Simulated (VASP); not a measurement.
# CdSe4 (P-3m1) in VASP: a series of runs

The runs below take CdSe4 through single point, with PBE.

Everything below comes from runs of VASP 6.6.1. Logs are shortened: lines on timing, memory, paths and dates and some standing lists are left out, and cuts for length are marked.

## 1. The cell of the first run

Symmetry: P-3m1, No. 164, trigonal system. Conventional cell: a = 3.901 Å, b = 3.901 Å, c = 8.930 Å, α = 90.00°, β = 90.00°, γ = 120.00°. Cd (site symmetry -3m) has 6 Se at 2.80 Å within 3.7 Å. Se (site symmetry 3m) has 3 Cd at 2.80 Å and 4 Se at 3.00 to 3.60 Å within 3.7 Å. Within 3.7 Å of Se (site symmetry 3m) lie 7 Se at 2.77 to 3.60 Å.

The cell was built from a structure type or drawn by symmetry, and may not be a known phase.

## 2. Single point, PBE

File INCAR:

```
PREC = Accurate
ENCUT = 520
EDIFF = 1E-6
ISMEAR = 0
SIGMA = 0.1
LREAL = False
LASPH = True
NELM = 80
ALGO = Normal
ISIF = 2
LWAVE = False
LCHARG = False
GGA = PE
NBANDS = 26
```

File KPOINTS:

```
regular mesh
0
Gamma
  6 6 2
```

File POSCAR:

```
CdSe4
1.0
    3.9010892703      0.0000000032      0.0000000000
   -1.9505446379      3.3784424089      0.0000000000
    0.0000000000      0.0000000000      8.9302240698
Cd Se
1 4
Direct
    0.0000000000      0.0000000000      0.0000000000
    0.3333333333      0.6666666667      0.8128698038
    0.3333333333      0.6666666667      0.4094016869
    0.6666666667      0.3333333333      0.1871301962
    0.6666666667      0.3333333333      0.5905983131
```

Potentials or basis: VASP PAW PBE potentials, release 64 (Cd, Se).

Run with:

```console
> cat potpaw_PBE.64/Cd/POTCAR potpaw_PBE.64/Se/POTCAR > POTCAR
> mpirun -np 1 vasp_std > vasp.out
```

OUTCAR:

```text
PREC = Accurate
   ENCUT = 520
   EDIFF = 1E-6
   ISMEAR = 0
   LREAL = False
   LASPH = True
   NELM = 80
   ISIF = 2
   GGA = PE

 ion  position               nearest neighbor table
   1  0.000  0.000  0.000-   2 2.80   4 2.80   2 2.80   4 2.80   4 2.80   2 2.80
   2  0.333  0.667  0.813-   1 2.80   1 2.80   1 2.80
   3  0.333  0.667  0.409-   5 2.77   5 2.77   5 2.77
   4  0.667  0.333  0.187-   1 2.80   1 2.80   1 2.80
   5  0.667  0.333  0.591-   3 2.77   3 2.77   3 2.77

  LATTYP: Found a hexagonal cell.
 ALAT       =     3.9010892703
 C/A-ratio  =     2.2891616805

  Lattice vectors:

 A1 = (   3.9010892703,   0.0000000032,   0.0000000000)
 A2 = (  -1.9505446379,   3.3784424089,   0.0000000000)
 A3 = (   0.0000000000,   0.0000000000,   8.9302240698)

Analysis of symmetry for initial positions (statically):
=====================================================================
 Subroutine PRICEL returns:
 Original cell was already a primitive cell.

 Routine SETGRP: Setting up the symmetry group for a
 hexagonal supercell.

 Subroutine GETGRP returns: Found 12 space group operations
 (whereof 12 operations were pure point group operations)
 out of a pool of 24 trial point group operations.

The static configuration has the point symmetry D_3d.

Analysis of symmetry for dynamics (positions and initial velocities):
=====================================================================
 Subroutine PRICEL returns:
 Original cell was already a primitive cell.

 Routine SETGRP: Setting up the symmetry group for a
 hexagonal supercell.

 Subroutine GETGRP returns: Found 12 space group operations
 (whereof 12 operations were pure point group operations)
 out of a pool of 24 trial point group operations.

The dynamic configuration has the point symmetry D_3d.

 Subroutine INISYM returns: Found 12 space group operations
 (whereof 12 operations are pure point group operations),
 and found     1 'primitive' translations

----------------------------------------------------------------------------------------

                                     Primitive cell

  volume of cell :     117.6968

  direct lattice vectors                    reciprocal lattice vectors
     3.901089270  0.000000003  0.000000000     0.256338661  0.147997195  0.000000000
    -1.950544638  3.378442409  0.000000000    -0.000000000  0.295994390  0.000000000
     0.000000000  0.000000000  8.930224070     0.000000000  0.000000000  0.111979273

  length of vectors
     3.901089270  3.901089270  8.930224070     0.295994390  0.295994390  0.111979273

  position of ions in fractional coordinates (direct lattice)
     0.000000000  0.000000000  0.000000000
     0.333333333  0.666666667  0.812869804
     0.333333333  0.666666667  0.409401687
     0.666666667  0.333333333  0.187130196
     0.666666667  0.333333333  0.590598313

  ion indices of the primitive-cell ions
   primitive index   ion index
                 1           1
                 2           2
                 3           3
                 4           4
                 5           5

----------------------------------------------------------------------------------------

 KPOINTS: regular mesh

Automatic generation of k-mesh.
 Grid dimensions read from file:
 generate k-points for:    6    6    2

 Generating k-lattice:

  Cartesian coordinates                     Fractional coordinates (reciprocal lattice)
     0.042723110  0.024666199  0.000000000     0.166666667  0.000000000  0.000000000
    -0.000000000  0.049332398  0.000000000     0.000000000  0.166666667  0.000000000
     0.000000000  0.000000000  0.055989637     0.000000000  0.000000000  0.500000000

  Length of vectors
     0.049332398  0.049332398  0.055989637

  Shift w.r.t. Gamma in fractional coordinates (k-lattice)
     0.000000000  0.000000000  0.000000000

 Subroutine IBZKPT returns following result:
 ===========================================

 Found     14 irreducible k-points:

 Following reciprocal coordinates:
            Coordinates               Weight
  0.000000  0.000000  0.000000      1.000000
  0.166667  0.000000  0.000000      6.000000
  0.333333  0.000000  0.000000      6.000000
  0.500000  0.000000  0.000000      3.000000
  0.166667  0.166667  0.000000      6.000000
  0.333333  0.166667  0.000000     12.000000
  0.333333  0.333333  0.000000      2.000000
  0.000000  0.000000  0.500000      1.000000
  0.166667  0.000000  0.500000      6.000000
  0.333333  0.000000  0.500000      6.000000
  0.500000  0.000000  0.500000      3.000000
  0.166667  0.166667  0.500000      6.000000
  0.333333  0.166667  0.500000     12.000000
  0.333333  0.333333  0.500000      2.000000
   k-points           NKPTS =     14   k-points in BZ     NKDIM =     14   number of bands    NBANDS=     26
   number of dos      NEDOS =    301   number of ions     NIONS =      5
   total plane-waves  NPLWV =  63000
   dimension x,y,z NGX =    30 NGY =   30 NGZ =   70
   dimension x,y,z NGXF=    60 NGYF=   60 NGZF=  140
   ions per type =               1   4
   NGX,Y,Z   is equivalent  to a cutoff of  12.78, 12.78, 13.03 a.u.
   NGXF,Y,Z  is equivalent  to a cutoff of  25.57, 25.57, 26.06 a.u.
 SYSTEM =  unknown system
   PREC   = accura    normal or accurate (medium, high low for compatibility)
   ISTART =      0    job   : 0-new  1-cont  2-samecut
   ICHARG =      2    charge: 1-file 2-atom 10-const
   ISPIN  =      1    spin polarized calculation?
   LNONCOLLINEAR =      F non collinear calculations
   LSORBIT =      F    spin-orbit coupling
   LASPH  =      T    aspherical Exc in radial PAW
   ENCUT  =  520.0 eV  38.22 Ry    6.18 a.u.   7.25  7.25 16.60*2*pi/ulx,y,z
   NELM   =     80;   NELMIN=  2; NELMDL= -5     # of ELM steps
   EDIFF  = 0.1E-05   stopping-criterion for ELM
   LREAL  =      F    real-space projection
   EDIFFG = 0.1E-04   stopping-criterion for IOM
   NSW    =      0    number of steps for IOM
   IBRION =     -1    ionic relax: 0-MD 1-quasi-New 2-CG
   NFREE  =      0    steps in history (QN), initial steepest desc. (CG)
   ISIF   =      2    stress and relaxation
   ISYM   =      2    0-nonsym 1-usesym 2-fastsym
   POTIM  = 0.5000    time-step for ionic-motion
   TEBEG  =    0.0;   TEEND  =   0.0 temperature during run
   PSTRESS=    0.0 pullay stress
   NELECT =      36.0000    total number of electrons
   NUPDOWN=      -1.0000    fix difference up-down
   EMIN   =  10.00;   EMAX   =-10.00  energy-range for DOS
   EFERMI =   0.00;   METHOD = LEGACY
   ISMEAR =     0;   SIGMA  =   0.10  broadening in eV -4-tet -1-fermi 0-gaus
   EFERMI_NEDOS =   21; number of points for ismear=-14 and -15
   IALGO  =     38    algorithm
   IMIX   =      4    mixing-type and parameters
     AMIX     =   0.40;   BMIX     =  1.00
     AMIX_MAG =   1.60;   BMIX_MAG =  1.00
  volume/ion in A,a.u.               =      23.54       158.85
  Fermi-wavevector in a.u.,A,eV,Ry     =   1.103030  2.084425 16.553877  1.216676
  Thomas-Fermi vector in A             =   2.239482
   LORBIT       =      0    0 simple, 1 ext, 2 COOP (PROOUT), +10 PAW based schemes
   GGA     = PE    functional components
   LHFCALC =     F    Hartree Fock is set to
   AEXX    =    0.0000 exact exchange contribution
   IVDW    =     0    specifies the selected vdW correction
   LEPSILON=     F    determine dielectric tensor
   LRPA    =     F    only Hartree local field effects (RPA)
 non-spin polarized calculation
 Gauss-broadening in eV      SIGMA  =   0.10
  energy-cutoff  :      520.00
  volume of cell :      117.70
 maximum number of plane-waves:      3202
 NGX is ok and might be reduce to    30
   NGX = 15   NGY = 15   NGZ = 33

 number of electron      35.9999994 magnetization

 Free energy of the ion-electron system (eV)
  ---------------------------------------------------
  ext. energy  EPLUGINS =         0.00000000
  ---------------------------------------------------
  free energy    TOTEN  =       -14.25239853 eV

  energy without entropy =      -14.23560351  energy(sigma->0) =      -14.24400102

 E-fermi :   3.4338     XC(G=0):  -9.8595

 val. band max:        3.4009954099   @ k =   0.3333   0.0000   0.0000
 cond. band min:       3.4733905090   @ k =   0.0000   0.0000   0.0000
 fundamental gap:      0.0723950991
 Fermi energy:         3.4338028290

 k-point     1 :       0.0000    0.0000    0.0000
  band No.  band energies     occupation
      1     -11.9301      2.00000
      2      -9.8837      2.00000
      3      -9.3361      2.00000
      4      -7.3895      2.00000
      5      -4.8142      2.00000
      6      -4.8142      2.00000
[... 18 lines left out ...]
     25      10.1294      0.00000
     26      10.6795      0.00000

 k-point     2 :       0.1667    0.0000    0.0000
  band No.  band energies     occupation
      1     -11.6889      2.00000
      2      -9.7415      2.00000
      3      -9.1871      2.00000
      4      -7.6631      2.00000
      5      -4.7810      2.00000
      6      -4.7566      2.00000
[... 18 lines left out ...]
     25      10.0522      0.00000
     26      10.3469      0.00000

 k-point     3 :       0.3333    0.0000    0.0000
  band No.  band energies     occupation
      1     -11.0349      2.00000
      2      -9.4233      2.00000
      3      -8.8802      2.00000
      4      -8.3803      2.00000
      5      -4.7554      2.00000
      6      -4.7420      2.00000
[... 18 lines left out ...]
     25      10.3125      0.00000
     26      10.8018      0.00000

 k-point     4 :       0.5000    0.0000    0.0000
  band No.  band energies     occupation
      1     -10.4590      2.00000
      2      -9.3166      2.00000
      3      -8.9356      2.00000
      4      -8.7072      2.00000
      5      -4.7639      2.00000
      6      -4.7601      2.00000
[... 18 lines left out ...]
     25      10.6113      0.00000
     26      11.0343      0.00000

 k-point     5 :       0.1667    0.1667    0.0000
  band No.  band energies     occupation
      1     -11.2349      2.00000
      2      -9.5040      2.00000
      3      -8.9623      2.00000
      4      -8.1572      2.00000
      5      -4.7561      2.00000
      6      -4.7007      2.00000
[... 18 lines left out ...]
     25       9.9321      0.00000
     26      10.9394      0.00000

 k-point     6 :       0.3333    0.1667    0.0000
  band No.  band energies     occupation
      1     -10.4924      2.00000
      2      -9.2944      2.00000
      3      -8.8619      2.00000
      4      -8.7525      2.00000
      5      -4.7184      2.00000
      6      -4.6995      2.00000
[... 18 lines left out ...]
     25      10.5656      0.00000
     26      11.1489      0.00000

 k-point     7 :       0.3333    0.3333    0.0000
  band No.  band energies     occupation
      1      -9.7815      2.00000
      2      -9.7815      2.00000
      3      -8.8332      2.00000
      4      -8.8332      2.00000
      5      -4.6302      2.00000
      6      -4.6302      2.00000
[... 18 lines left out ...]
     25      10.3763      0.00000
     26      11.3928      0.00000

 k-point     8 :       0.0000    0.0000    0.5000
  band No.  band energies     occupation
      1     -11.9050      2.00000
      2     -10.1953      2.00000
      3      -8.7897      2.00000
      4      -7.7034      2.00000
      5      -4.8141      2.00000
      6      -4.8141      2.00000
[... 18 lines left out ...]
     25      10.1552      0.00000
     26      10.1552      0.00000

 k-point     9 :       0.1667    0.0000    0.5000
  band No.  band energies     occupation
      1     -11.6671      2.00000
      2      -9.9991      2.00000
      3      -8.7560      2.00000
      4      -7.8634      2.00000
      5      -4.7809      2.00000
      6      -4.7665      2.00000
[... 18 lines left out ...]
     25       9.9118      0.00000
     26      10.3229      0.00000

 k-point    10 :       0.3333    0.0000    0.5000
  band No.  band energies     occupation
      1     -11.0229      2.00000
      2      -9.5267      2.00000
      3      -8.7365      2.00000
      4      -8.4240      2.00000
      5      -4.7558      2.00000
      6      -4.7343      2.00000
[... 18 lines left out ...]
     25       9.8683      0.00000
     26      10.7488      0.00000

 k-point    11 :       0.5000    0.0000    0.5000
  band No.  band energies     occupation
      1     -10.4588      2.00000
      2      -9.3107      2.00000
      3      -8.8323      2.00000
      4      -8.8296      2.00000
      5      -4.7608      2.00000
      6      -4.7506      2.00000
[... 18 lines left out ...]
     25       9.4217      0.00000
     26      11.0024      0.00000

 k-point    12 :       0.1667    0.1667    0.5000
  band No.  band energies     occupation
      1     -11.2194      2.00000
      2      -9.6612      2.00000
      3      -8.7222      2.00000
      4      -8.2422      2.00000
      5      -4.7528      2.00000
      6      -4.6949      2.00000
[... 18 lines left out ...]
     25      10.1235      0.00000
     26      10.6507      0.00000

 k-point    13 :       0.3333    0.1667    0.5000
  band No.  band energies     occupation
      1     -10.4878      2.00000
      2      -9.3075      2.00000
      3      -8.8581      2.00000
      4      -8.7530      2.00000
      5      -4.7322      2.00000
      6      -4.6925      2.00000
[... 18 lines left out ...]
     25       9.8812      0.00000
     26      11.2725      0.00000

 k-point    14 :       0.3333    0.3333    0.5000
  band No.  band energies     occupation
      1      -9.7801      2.00000
      2      -9.7801      2.00000
      3      -8.8351      2.00000
      4      -8.8351      2.00000
      5      -4.6480      2.00000
      6      -4.6480      2.00000
[... 18 lines left out ...]
     25      10.3311      0.00000
     26      11.4236      0.00000

------------------------ aborting loop because EDIFF is reached ----------------------------------------

  FORCE on cell =-STRESS in cart. coord.  units (eV):
  Direction    XX          YY          ZZ          XY          YZ          ZX
  --------------------------------------------------------------------------------------
  -------------------------------------------------------------------------------------
  Total        0.1549968      0.1549968      0.0432917      0.0000000     -0.0000000     -0.0000000
  in kB        2.1099331      2.1099331      0.5893197      0.0000000     -0.0000000     -0.0000000
  external PRESSURE =       1.6030620 kB  Pullay stress =       0.0000000 kB

 VOLUME and BASIS-vectors are now :
 -----------------------------------------------------------------------------
  energy-cutoff  :      520.00
  volume of cell :      117.70
      direct lattice vectors                 reciprocal lattice vectors
     3.901089270  0.000000003  0.000000000     0.256338661  0.147997195  0.000000000
    -1.950544638  3.378442409  0.000000000    -0.000000000  0.295994390  0.000000000
     0.000000000  0.000000000  8.930224070     0.000000000  0.000000000  0.111979273

 POSITION                                       TOTAL-FORCE (eV/Angst)
 -----------------------------------------------------------------------------------
      0.00000      0.00000      0.00000         0.000000      0.000000     -0.000000
     -0.00000      2.25229      7.25911        -0.000000     -0.000000     -0.016428
     -0.00000      2.25229      3.65605         0.000000     -0.000000      0.019523
      1.95054      1.12615      1.67111        -0.000000      0.000000      0.016428
      1.95054      1.12615      5.27418         0.000000      0.000000     -0.019523
 -----------------------------------------------------------------------------------
    total drift:                               -0.000000      0.000000     -0.000000

  FREE ENERGIE OF THE ION-ELECTRON SYSTEM (eV)
  ---------------------------------------------------
  free  energy   TOTEN  =       -14.2523985316 eV

  energy  without entropy=      -14.2356035133  energy(sigma->0) =      -14.24400102
```

Run time: 48 s. Hardware: 1 thread of Intel Xeon Platinum 8259CL at 2.50GHz (Skylake/Cascade Lake), shared host; peak memory 0.25 GiB.

What came out:

```yaml
Free_energy: -14.2524 eV
Pressure: 0.2 GPa
Largest_force: 0.020 eV/Å
Band_gap_on_the_k_mesh: zero (bands 18 and 19 overlap by 0.31 eV)
```

Forces in eV/Å, atoms in the order of the input:
```
Cd   0.000  0.000  0.000
Se   0.000  0.000 -0.016
Se   0.000  0.000  0.020
Se   0.000  0.000  0.016
Se   0.000  0.000 -0.020
```

Levels at points of the mesh, in eV from the Fermi level:
```csv
k point,band 14,band 15,band 16,band 17,band 18,band 19,band 20,band 21,band 22,band 23
"(0.00, 0.00, 0.00)",-2.02,-0.98,-0.98,0.04,0.04,0.19,0.19,1.46,3.61,4.38
"(0.50, 0.00, 0.00)",-2.64,-1.94,-1.50,-1.29,-1.01,-0.03,0.80,1.53,3.91,5.46
"(0.00, 0.00, 0.50)",-0.81,-0.81,-0.41,-0.32,-0.32,-0.13,0.40,0.40,4.45,4.74
"(0.50, 0.00, 0.50)",-3.62,-2.20,-1.71,-1.05,-0.18,0.54,0.90,1.45,3.50,5.06
```

Caveat: semilocal functionals underestimate gaps, so a narrow gap can read as zero.

## 3. Single point, PBE

This run uses another cell than the first one, of 24.54 Å³/atom.

File INCAR:

```
SYSTEM = CdSe4
ALGO     = Normal         ! electronic algorithm
EDIFF    = 1E-6           ! SCF threshold, eV
ENCUT    = 520            ! plane-wave cutoff, eV
GGA      = PE             ! functional
ISIF     = 2              ! what is computed and relaxed
ISMEAR   = 0              ! smearing method
LASPH    = .True.         ! aspherical terms in the spheres
LCHARG   = .True.         ! write CHGCAR
LELF     = .True.         ! ELF
LREAL    = .False.        ! projectors in reciprocal space
LVHAR    = .True.       
LWAVE    = .False.        ! write WAVECAR
NBANDS   = 26             ! bands
NELM     = 100            ! most SCF steps
PREC     = Accurate       ! precision mode
SIGMA    = 0.1            ! smearing width, eV
```

File KPOINTS:

```
k-points
0
Gamma
  6 6 2
  0 0 0
```

File POSCAR:

```
CdSe4
1.0
    3.5319539700      0.0000000000      0.0000000000
   -1.7659769900      3.0587618600      0.0000000000
    0.0000000000      0.0000000000     11.3569322400
Cd Se
1 4
Direct
    0.0000000000      0.0000000000      0.0000000000
    0.3333333300      0.6666666700      0.8658552800
    0.3333333300      0.6666666700      0.3767953500
    0.6666666700      0.3333333300      0.1341447200
    0.6666666700      0.3333333300      0.6232046500
```

Potentials or basis: VASP PAW PBE potentials, release 64 (Cd, Se).

Run with:

```console
> cat potpaw_PBE.64/Cd/POTCAR potpaw_PBE.64/Se/POTCAR > POTCAR
> mpirun -np 1 vasp_std > vasp.out
```

It took 48 s on 1 thread of Intel Xeon Platinum 8259CL at 2.50GHz (Skylake/Cascade Lake), shared host; peak memory 0.25 GiB.

The run converged. Its results:

- Free energy: -11.1770 eV
- Pressure: 5.2 GPa
- Largest force: 2.608 eV/Å
- Band gap on the k mesh: zero (bands 18 and 19 overlap by 2.46 eV)

Forces on the atoms (eV/Å):
```
Cd   0.000  0.000  0.000
Se   0.000  0.000 -2.608
Se   0.000  0.000  0.562
Se   0.000  0.000  2.608
Se   0.000  0.000 -0.562
```

Stress tensor (GPa, compression positive):
```
7.24 0.00 0.00
0.00 7.24 0.00
0.00 0.00 0.99
```

Levels at points of the mesh, in eV from the Fermi level:
| k point | band 16 | band 17 | band 18 | band 19 | band 20 | band 21 |
| --- | --- | --- | --- | --- | --- | --- |
| (0.00, 0.00, 0.00) | 0.63 | 1.01 | 1.01 | 1.08 | 1.23 | 1.23 |
| (0.50, 0.00, 0.00) | -0.68 | -0.52 | -0.26 | -0.12 | -0.07 | 0.77 |
| (0.00, 0.00, 0.50) | 0.71 | 0.71 | 0.88 | 0.88 | 1.29 | 1.29 |
| (0.50, 0.00, 0.50) | -1.25 | -0.50 | -0.13 | -0.04 | 0.42 | 0.46 |

Caveat: the cell stands under pressure; forces of over 1 eV/Å act on the atoms, so gaps and moduli don't describe the material at rest.
